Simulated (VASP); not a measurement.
# Si5H11C5 in VASP: single point with PBEsol

Aim: the single point of Si5H11C5 with PBEsol.

Program: VASP 6.6.1. These are calculated values, not measurements. Logs are shortened: lines on timing, memory, paths and dates and some standing lists are left out, and cuts for length are marked.

### 1 The cell of the first run

The cell holds a wire with vacuum, 42 atoms: a = 17.000 Å, b = 17.000 Å, c = 7.546 Å, α = 90.00°, β = 90.00°, γ = 90.00°.

### 2 Single point, PBEsol

Input file INCAR:

```
SYSTEM = Si5H11C5
  ALGO = Normal
  EDIFF = 1E-6
  ENCUT = 520
  GGA = PS
  ISIF = 2
  ISMEAR = -1
  LASPH = .True.
  LCHARG = .True.
  LELF = .True.
  LREAL = Auto
  LVHAR = .True.
  LWAVE = .False.
  NBANDS = 78
  NELM = 80
  PREC = Accurate
  SIGMA = 0.05
```

Input file KPOINTS:

```
k-points
0
Gamma
  1 1 3
  0 0 0
```

Input file POSCAR:

```
Si5H11C5
1.0
   12.0208150000    -12.0208150000      0.0000000000
    6.9402210000      6.9402210000    -13.8804420000
    4.3568530000      4.3568530000      4.3568530000
Si C H
10 10 22
Direct
    0.5002050000      0.6565350000      0.0432110000
    0.5003330000      0.4474280000      0.3777530000
    0.5002160000      0.3419730000      0.0442550000
    0.5002480000      0.5528930000      0.7106370000
    0.4104140000      0.4995140000      0.0440850000
    0.5910300000      0.6055740000      0.3759130000
    0.5895890000      0.3941490000      0.7112400000
    0.5903010000      0.4994090000      0.0441530000
    0.4096280000      0.6055790000      0.3759340000
    0.4111350000      0.3940830000      0.7111350000
    0.5003390000      0.6562500000      0.2903340000
    0.5003440000      0.4475730000      0.6270570000
    0.5003050000      0.3437100000      0.2914130000
    0.5004170000      0.5524080000      0.9597370000
    0.4114650000      0.5014920000      0.2917870000
    0.5894830000      0.6052760000      0.6233340000
    0.5893230000      0.3954590000      0.9586430000
    0.5892450000      0.5014550000      0.2918650000
    0.4109110000      0.6051010000      0.6234410000
    0.4112140000      0.3955750000      0.9585300000
    0.4288610000      0.6990670000      0.9746290000
    0.5711690000      0.6995810000      0.9743320000
    0.5004070000      0.7178160000      0.3380480000
    0.5000570000      0.2589530000      0.9746110000
    0.4481120000      0.3123170000      0.3424030000
    0.5525680000      0.3122870000      0.3419470000
    0.3377520000      0.5407160000      0.9775250000
    0.6631060000      0.6468670000      0.3064020000
    0.5894760000      0.3106900000      0.6451030000
    0.6634250000      0.4318330000      0.6412200000
    0.3579020000      0.4712950000      0.3404010000
    0.6434800000      0.5772120000      0.6744200000
    0.5892570000      0.6664750000      0.6726640000
    0.6428190000      0.3652610000      0.0072760000
    0.6630670000      0.5404470000      0.9775580000
    0.3375940000      0.6469270000      0.3063470000
    0.4114680000      0.3105600000      0.6453720000
    0.3373010000      0.4315570000      0.6405950000
    0.6428070000      0.4712400000      0.3404440000
    0.3568520000      0.5769200000      0.6738770000
    0.4109250000      0.6662310000      0.6731880000
    0.3576350000      0.3654840000      0.0070120000
```

Potentials or basis: VASP PAW PBE potentials, release 64 (Si, C, H).

Run with:

```sh
cat potpaw_PBE.64/Si/POTCAR potpaw_PBE.64/C/POTCAR potpaw_PBE.64/H/POTCAR > POTCAR
mpirun -np 1 vasp_std > vasp.out
```

OUTCAR:

```text
SYSTEM = Si5H11C5
   EDIFF = 1E-6
   ENCUT = 520
   GGA = PS
   ISIF = 2
   ISMEAR = -1
   LASPH = .True.
   LREAL = Auto
   NELM = 80
   PREC = Accurate

 ion  position               nearest neighbor table
   1  0.500  0.657  0.043-  22 1.50  21 1.50  11 1.86  14 1.88   4 3.07   9 3.07   6 3.07   5 3.07
                             8 3.08
   2  0.500  0.447  0.378-  13 1.88  12 1.88  15 1.88  18 1.88  10 3.07   7 3.08   8 3.08   5 3.08
                             4 3.09   3 3.09   6 3.10   9 3.10
   3  0.500  0.342  0.044-  24 1.51  13 1.87  20 1.88  17 1.88  10 3.07   7 3.07   5 3.08   8 3.08
                             2 3.09
   4  0.500  0.553  0.711-  19 1.88  16 1.88  14 1.88  12 1.90   1 3.07   5 3.08   8 3.08   2 3.09
                             9 3.09   6 3.09  10 3.10   7 3.10
   5  0.410  0.500  0.044-  27 1.51  15 1.87  20 1.88  14 1.89   8 3.06   1 3.07   2 3.08   4 3.08
                             3 3.08   9 3.09  10 3.09
   6  0.591  0.606  0.376-  28 1.51  16 1.87  18 1.88  11 1.88   1 3.07   9 3.08   8 3.09   4 3.09
                             2 3.10
   7  0.590  0.394  0.711-  29 1.50  30 1.51  17 1.87  12 1.88  10 3.03   3 3.07   2 3.08   8 3.08
                             4 3.10
   8  0.590  0.499  0.044-  35 1.51  18 1.87  17 1.88  14 1.88   5 3.06   2 3.08   1 3.08   4 3.08
                             3 3.08   7 3.08   6 3.09
   9  0.410  0.606  0.376-  36 1.51  19 1.87  15 1.88  11 1.88   1 3.07   6 3.08   5 3.09   4 3.09
                             2 3.10
  10  0.411  0.394  0.711-  37 1.50  38 1.50  20 1.87  12 1.88   7 3.03   3 3.07   2 3.07   5 3.09
                             4 3.10
  11  0.500  0.656  0.290-  23 1.11   1 1.86   6 1.88   9 1.88
  12  0.500  0.448  0.627-  10 1.88   7 1.88   2 1.88   4 1.90
  13  0.500  0.344  0.291-  25 1.10  26 1.10   3 1.87   2 1.88
  14  0.500  0.552  0.960-   1 1.88   4 1.88   8 1.88   5 1.89
  15  0.411  0.501  0.292-  31 1.11   5 1.87   9 1.88   2 1.88
  16  0.589  0.605  0.623-  32 1.10  33 1.10   6 1.87   4 1.88
  17  0.589  0.395  0.959-  34 1.11   7 1.87   3 1.88   8 1.88
  18  0.589  0.501  0.292-  39 1.11   8 1.87   6 1.88   2 1.88
  19  0.411  0.605  0.623-  40 1.10  41 1.10   9 1.87   4 1.88
  20  0.411  0.396  0.959-  42 1.11  10 1.87   3 1.88   5 1.88
  21  0.429  0.699  0.975-   1 1.50
  22  0.571  0.700  0.974-   1 1.50
  23  0.500  0.718  0.338-  11 1.11
  24  0.500  0.259  0.975-   3 1.51
  25  0.448  0.312  0.342-  13 1.10
  26  0.553  0.312  0.342-  13 1.10
[... 14 lines left out ...]
  41  0.411  0.666  0.673-  19 1.10
  42  0.358  0.365  0.007-  20 1.11

  LATTYP: Found a simple tetragonal cell.
 ALAT       =    16.9999996038
 C/A-ratio  =     0.4438994666

  Lattice vectors:

 A1 = (  12.0208150000, -12.0208150000,   0.0000000000)
 A2 = (   6.9402210000,   6.9402210000, -13.8804420000)
 A3 = (   4.3568530000,   4.3568530000,   4.3568530000)

Analysis of symmetry for initial positions (statically):
=====================================================================
 Subroutine PRICEL returns:
 Original cell was already a primitive cell.

 Routine SETGRP: Setting up the symmetry group for a
 simple tetragonal supercell.

 Subroutine GETGRP returns: Found  1 space group operations
 (whereof  1 operations were pure point group operations)
 out of a pool of 16 trial point group operations.

The static configuration has the point symmetry C_1 .

Analysis of symmetry for dynamics (positions and initial velocities):
=====================================================================
 Subroutine PRICEL returns:
 Original cell was already a primitive cell.

 Routine SETGRP: Setting up the symmetry group for a
 simple tetragonal supercell.

 Subroutine GETGRP returns: Found  1 space group operations
 (whereof  1 operations were pure point group operations)
 out of a pool of 16 trial point group operations.

The dynamic configuration has the point symmetry C_1 .

 Subroutine INISYM returns: Found  1 space group operations
 (whereof  1 operations are pure point group operations),
 and found     1 'primitive' translations

----------------------------------------------------------------------------------------

                                     Primitive cell

  volume of cell :    2180.8780

  direct lattice vectors                    reciprocal lattice vectors
    12.020815000-12.020815000  0.000000000     0.041594518 -0.041594518  0.000000000
     6.940221000  6.940221000-13.880442000     0.024014605  0.024014605 -0.048029210
     4.356853000  4.356853000  4.356853000     0.076507822  0.076507822  0.076507822

  length of vectors
    16.999999604 17.000000152  7.546290757     0.058823531  0.058823529  0.132515435

  position of ions in fractional coordinates (direct lattice)
     0.500205000  0.656535000  0.043211000
     0.500333000  0.447428000  0.377753000
     0.500216000  0.341973000  0.044255000
     0.500248000  0.552893000  0.710637000
     0.410414000  0.499514000  0.044085000
     0.591030000  0.605574000  0.375913000
[... 34 lines left out ...]
     0.410925000  0.666231000  0.673188000
     0.357635000  0.365484000  0.007012000

  ion indices of the primitive-cell ions
   primitive index   ion index
                 1           1
                 2           2
                 3           3
                 4           4
                 5           5
                 6           6
[... 34 lines left out ...]
                41          41
                42          42

----------------------------------------------------------------------------------------

 KPOINTS: k-points

Automatic generation of k-mesh.
 Grid dimensions read from file:
 generate k-points for:    1    1    3

 Generating k-lattice:

  Cartesian coordinates                     Fractional coordinates (reciprocal lattice)
     0.041594518 -0.041594518  0.000000000     1.000000000  0.000000000  0.000000000
     0.024014605  0.024014605 -0.048029210     0.000000000  1.000000000  0.000000000
     0.025502607  0.025502607  0.025502607     0.000000000  0.000000000  0.333333333

  Length of vectors
     0.058823531  0.058823529  0.044171812

  Shift w.r.t. Gamma in fractional coordinates (k-lattice)
     0.000000000  0.000000000  0.000000000

 Subroutine IBZKPT returns following result:
 ===========================================

 Found      2 irreducible k-points:

 Following reciprocal coordinates:
            Coordinates               Weight
  0.000000  0.000000  0.000000      1.000000
  0.000000  0.000000  0.333333      2.000000
   k-points           NKPTS =      2   k-points in BZ     NKDIM =      2   number of bands    NBANDS=     78
   number of dos      NEDOS =    301   number of ions     NIONS =     42
   total plane-waves  NPLWV = 889056
   dimension x,y,z NGX =   126 NGY =  126 NGZ =   56
   dimension x,y,z NGXF=   252 NGYF=  252 NGZF=  112
   ions per type =              10  10  22
   NGX,Y,Z   is equivalent  to a cutoff of  12.32, 12.32, 12.34 a.u.
   NGXF,Y,Z  is equivalent  to a cutoff of  24.64, 24.64, 24.67 a.u.
 SYSTEM =  Si5H11C5
   PREC   = accura    normal or accurate (medium, high low for compatibility)
   ISTART =      0    job   : 0-new  1-cont  2-samecut
   ICHARG =      2    charge: 1-file 2-atom 10-const
   ISPIN  =      1    spin polarized calculation?
   LNONCOLLINEAR =      F non collinear calculations
   LSORBIT =      F    spin-orbit coupling
   LASPH  =      T    aspherical Exc in radial PAW
   ENCUT  =  520.0 eV  38.22 Ry    6.18 a.u.  31.61 31.61 14.03*2*pi/ulx,y,z
   NELM   =     80;   NELMIN=  2; NELMDL= -5     # of ELM steps
   EDIFF  = 0.1E-05   stopping-criterion for ELM
   LREAL  =      T    real-space projection
   EDIFFG = 0.1E-04   stopping-criterion for IOM
   NSW    =      0    number of steps for IOM
   IBRION =     -1    ionic relax: 0-MD 1-quasi-New 2-CG
   NFREE  =      0    steps in history (QN), initial steepest desc. (CG)
   ISIF   =      2    stress and relaxation
   ISYM   =      2    0-nonsym 1-usesym 2-fastsym
   POTIM  = 0.5000    time-step for ionic-motion
   TEBEG  =    0.0;   TEEND  =   0.0 temperature during run
   PSTRESS=    0.0 pullay stress
   NELECT =     102.0000    total number of electrons
   NUPDOWN=      -1.0000    fix difference up-down
   EMIN   =  10.00;   EMAX   =-10.00  energy-range for DOS
   EFERMI =   0.00;   METHOD = LEGACY
   ISMEAR =    -1;   SIGMA  =   0.05  broadening in eV -4-tet -1-fermi 0-gaus
   EFERMI_NEDOS =   21; number of points for ismear=-14 and -15
   IALGO  =     38    algorithm
   IMIX   =      4    mixing-type and parameters
     AMIX     =   0.40;   BMIX     =  1.00
     AMIX_MAG =   1.60;   BMIX_MAG =  1.00
  volume/ion in A,a.u.               =      51.93       350.41
  Fermi-wavevector in a.u.,A,eV,Ry     =   0.589836  1.114628  4.733552  0.347906
  Thomas-Fermi vector in A             =   1.637644
   LORBIT       =      0    0 simple, 1 ext, 2 COOP (PROOUT), +10 PAW based schemes
   GGA     = PS    functional components
   LHFCALC =     F    Hartree Fock is set to
   AEXX    =    0.0000 exact exchange contribution
   IVDW    =     0    specifies the selected vdW correction
   LEPSILON=     F    determine dielectric tensor
   LRPA    =     F    only Hartree local field effects (RPA)
 non-spin polarized calculation
  energy-cutoff  :      520.00
  volume of cell :     2180.88
 maximum number of plane-waves:     58784
 NGX is ok and might be reduce to   126
   NGX = 63   NGY = 63   NGZ = 29

 number of electron     101.9999988 magnetization

 Free energy of the ion-electron system (eV)
  ---------------------------------------------------
  ext. energy  EPLUGINS =         0.00000000
  ---------------------------------------------------
  free energy    TOTEN  =      -231.28831558 eV

  energy without entropy =     -231.28831558  energy(sigma->0) =     -231.28831558

 E-fermi :  -3.3243     XC(G=0):  -2.1573

 val. band max:       -4.4642589277   @ k =   0.0000   0.0000   0.0000
 cond. band min:      -0.3355174401   @ k =   0.0000   0.0000   0.0000
 fundamental gap:      4.1287414877
 Fermi energy:        -3.3242718228

 k-point     1 :       0.0000    0.0000    0.0000
  band No.  band energies     occupation
      1     -17.7998      2.00000
      2     -16.6581      2.00000
      3     -16.0259      2.00000
      4     -15.9923      2.00000
      5     -15.8342      2.00000
      6     -15.4062      2.00000
[... 55 lines left out ...]
     62       1.4071      0.00000
     63       1.5490      0.00000

 k-point     2 :       0.0000    0.0000    0.3333
  band No.  band energies     occupation
      1     -17.5912      2.00000
      2     -16.9610      2.00000
      3     -16.3607      2.00000
      4     -15.9444      2.00000
      5     -15.8740      2.00000
      6     -15.5145      2.00000
[... 55 lines left out ...]
     62       1.4720      0.00000
     63       1.6069      0.00000
 [bands above 63 left out]

------------------------ aborting loop because EDIFF is reached ----------------------------------------

  FORCE on cell =-STRESS in cart. coord.  units (eV):
  Direction    XX          YY          ZZ          XY          YZ          ZX
  --------------------------------------------------------------------------------------
  -------------------------------------------------------------------------------------
  Total        1.8347532      1.8469233      1.8458480      1.7537543      1.7641360      1.7734785
  in kB        1.3478975      1.3568383      1.3560483      1.2883919      1.2960187      1.3028821
  external PRESSURE =       1.3535947 kB  Pullay stress =       0.0000000 kB

 VOLUME and BASIS-vectors are now :
 -----------------------------------------------------------------------------
  energy-cutoff  :      520.00
  volume of cell :     2180.88
      direct lattice vectors                 reciprocal lattice vectors
    12.020815000-12.020815000  0.000000000     0.041594518 -0.041594518  0.000000000
     6.940221000  6.940221000-13.880442000     0.024014605  0.024014605 -0.048029210
     4.356853000  4.356853000  4.356853000     0.076507822  0.076507822  0.076507822

 POSITION                                       TOTAL-FORCE (eV/Angst)
 -----------------------------------------------------------------------------------
     10.75763     -1.26811     -8.92473        -0.007292     -0.010147     -0.007497
     10.76547     -1.26335     -4.56468         0.014401      0.005896     -0.023629
      8.57918     -3.44682     -4.55392        -0.007695     -0.007239      0.003778
     12.94673      0.91995     -4.57826        -0.000273     -0.011177     -0.003801
      8.59232     -1.27470     -6.74140         0.016648     -0.007975     -0.013329
     12.94528     -1.26405     -6.76784        -0.024285     -0.012717      0.012470
[... 34 lines left out ...]
     12.49642      2.61712     -6.31460         0.019345      0.025192     -0.011264
      6.86615     -1.73197     -5.04253        -0.025660      0.020161      0.023797
 -----------------------------------------------------------------------------------
    total drift:                                0.017696     -0.000190     -0.005916

  FREE ENERGIE OF THE ION-ELECTRON SYSTEM (eV)
  ---------------------------------------------------
  free  energy   TOTEN  =      -231.2883155842 eV

  energy  without entropy=     -231.2883155841  energy(sigma->0) =     -231.28831558
```

Wall time 16 min (1 thread of Intel Xeon Platinum 8259CL at 2.50GHz (Skylake/Cascade Lake), shared host); peak memory 1.6 GiB.

Results:

* Free energy: -231.2883 eV
* Largest force: 0.045 eV/Å
* Band gap on the k mesh: 4.13 eV, direct

Forces on the atoms (eV/Å):
```
Si  -0.007 -0.010 -0.007
Si   0.014  0.006 -0.024
Si  -0.008 -0.007  0.004
Si   0.000 -0.011 -0.004
Si   0.017 -0.008 -0.013
Si  -0.024 -0.013  0.012
Si  -0.010  0.005 -0.010
Si   0.002  0.015 -0.015
Si  -0.006 -0.016  0.008
Si   0.004 -0.010 -0.007
C    0.006  0.011  0.022
C   -0.002 -0.001  0.005
C    0.012  0.010 -0.042
C   -0.019 -0.001 -0.021
C    0.012  0.003 -0.012
C   -0.023 -0.011 -0.009
C   -0.018 -0.016 -0.003
C    0.002  0.008 -0.014
C   -0.016 -0.023 -0.016
C   -0.015 -0.016 -0.008
H    0.000  0.005 -0.003
H    0.005 -0.004 -0.004
H    0.015  0.019 -0.028
H    0.003 -0.002  0.001
H   -0.019  0.012  0.038
H    0.015 -0.015  0.038
H   -0.005  0.006  0.001
H   -0.001  0.006  0.003
H   -0.001 -0.001  0.005
H    0.001 -0.005  0.002
H   -0.022  0.027  0.016
H    0.036 -0.015  0.013
H    0.027  0.020 -0.007
H    0.019 -0.026  0.021
H    0.003 -0.004  0.002
H    0.005 -0.002  0.004
H   -0.001  0.001  0.005
H   -0.007  0.003  0.001
H    0.027 -0.018  0.015
H   -0.013  0.031  0.018
H    0.019  0.025 -0.011
H   -0.026  0.020  0.024
```

Levels at points of the mesh, in eV from the valence-band top:
| k point | band 47 | band 48 | band 49 | band 50 | band 51 | band 52 | band 53 | band 54 | band 55 | band 56 |
| --- | --- | --- | --- | --- | --- | --- | --- | --- | --- | --- |
| (0.00, 0.00, 0.00) | -0.84 | -0.62 | -0.53 | -0.48 | 0.00 | 4.13 | 4.18 | 4.55 | 5.09 | 5.34 |

Caveat: the PAW data sets were made with another functional, which shifts forces and pressure a little.
